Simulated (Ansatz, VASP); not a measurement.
**Two plane-wave programs on BN**

INCAR

```
SYSTEM = BN
PREC = Accurate
ENCUT = 520
EDIFF = 1E-6
ISMEAR = 0
SIGMA = 0.05
LREAL = .False.
LASPH = .True.
NELM = 80
ALGO = Normal
ISIF = 2
LWAVE = .False.
LCHARG = .False.
GGA = PE
NBANDS = 16
```

KPOINTS

```
Automatic mesh
0
Gamma
  12 12 6
  0 0 0
```

The input POSCAR:

```
BN
1.0
    2.5432813621     -0.0336948896      0.0339514087
   -1.3008213115      2.1984190814     -0.0164551122
    0.0561455168      0.0009940868      4.1815843578
B N
2 2
Direct
    0.6628057238      0.3167491867      0.9985535799
    0.3300479530      0.6797266179      0.4974542378
    0.6757282289      0.3435164139      0.6151915215
    0.3314180943      0.6600077816      0.1388006609
```

Input for Ansatz:

```yaml
crystal:
  lattice:
    - [2.5432813621, -0.0336948896, 0.0339514087]
    - [-1.3008213115, 2.1984190814, -0.0164551122]
    - [0.0561455168, 0.0009940868, 4.1815843578]
  atoms:
    - { symbol: B, position: [0.6628057238, 0.3167491867, 0.9985535799] }
    - { symbol: B, position: [0.330047953, 0.6797266179, 0.4974542378] }
    - { symbol: "N", position: [0.6757282289, 0.3435164139, 0.6151915215] }
    - { symbol: "N", position: [0.3314180943, 0.6600077816, 0.1388006609] }
basis:
  ecutwfc: 420
kpoints:
  mp_grid: { grid: [12, 12, 6] }
hamiltonian:
  xc: pbe
scf:
  occupations: { method: gaussian, width: 0.05 }
output:
  forces: true
  stress: true
  eigenvalues: true
```

Change from the starting cell: all atoms moved at random (sigma 0.03 Å a component), cell strained at random (sigma 0.01).

Alike in both runs: task single point; functional PBE; k mesh 12 × 12 × 6; occupations gaussian, width 0.05 eV; no spin polarisation.

|  | VASP | Ansatz |
| --- | --- | --- |
| version | VASP 6.6.1 | Ansatz 0.2.0 |
| potentials or method | VASP PAW PBE potentials, release 64 (B, N), cutoff 520 eV | scalar-relativistic, plane waves, PAW |
| valence electrons in the cell | 16 | 16 |

|  | VASP | Ansatz | Ansatz less VASP |
| --- | --- | --- | --- |
| gap on the k mesh at the Fermi level (eV) | 4.74 | 4.75 | +0.017 |
| least direct gap on the mesh (eV) | 7.42 | 7.42 | +0.009 |
| pressure (GPa) | 14.0 | 13.7 | -0.32 |
| traceless stress, the component that is largest in VASP (GPa) | 12.97 | 12.85 | -0.113 |
| rms of the force components (eV/Å) | 1.268 | 1.263 | -0.0052 |

Atom by atom the forces differ by 0.007 eV/Å (rms over components).
